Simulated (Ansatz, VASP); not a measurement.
# Two plane-wave programs on Sn

File INCAR:

```
SYSTEM = Sn
PREC = Accurate ; ENCUT = 520
EDIFF = 1E-8 ; ISMEAR = -1
SIGMA = 0.05 ; LREAL = .FALSE.
LASPH = .TRUE. ; NELM = 100
ALGO = Normal ; ISIF = 2
LWAVE = .FALSE. ; LCHARG = .FALSE.
GGA = PE ; LEFG = .TRUE.
NBANDS = 21
```

The input KPOINTS:

```
regular mesh
0
G
  15 15 15
  0 0 0
```

File POSCAR:

```
Sn
1.0
   -2.9730380483      2.9730380483      1.6218471360
    2.9730380483     -2.9730380483      1.6218471360
    2.9730380483      2.9730380483     -1.6218471360
Sn
2
Direct
    0.0000000000      0.0000000000      0.0000000000
    0.7500000000      0.2500000000      0.5000000000
```

Input for Ansatz:

```yaml
crystal:
  lattice:
    - [-2.9730380483, 2.9730380483, 1.621847136]
    - [2.9730380483, -2.9730380483, 1.621847136]
    - [2.9730380483, 2.9730380483, -1.621847136]
  atoms:
    - { symbol: Sn, position: [0.0, 0.0, 0.0] }
    - { symbol: Sn, position: [0.75, 0.25, 0.5] }
kpoints:
  mp_grid: { grid: [15, 15, 15] }
scf:
  occupations: { method: fermi_dirac, width: 0.05 }
hamiltonian:
  xc: pbe
  pseudopotentials: { kind: paw }
output:
  forces: true
  stress: true
  eigenvalues: true
  efg: { contact_densities: true }
```

Change from the starting cell: volume scaled by 1.06, PAW files.

Alike in both runs: task electric field gradients; functional PBE; k mesh 15 × 15 × 15; occupations fermi-dirac, width 0.05 eV; no spin polarisation.

|  | VASP | Ansatz |
| --- | --- | --- |
| version | VASP 6.6.1 | Ansatz 0.2.0 |
| potentials or method | VASP PAW PBE potentials, release 64 (Sn_d) | PAW with Ansatz's default frozen-core files, scalar-relativistic |
| plane-wave cutoff (eV) | 520 | 420 |
| valence electrons in the cell | 28 | 28 |

VASP gave:

```
pressure (GPa)                                                : -0.5
traceless stress, the component that is largest in VASP (GPa) : -0.57
size of Vzz on the site where it differs most (V/Å²)          : 42.0
```

Problem. Which values does Ansatz return?

Solution. Pressure (GPa): -0.4; traceless stress, the component that is largest in VASP (GPa): -0.56; size of Vzz on the site where it differs most (V/Å²): 43.5.
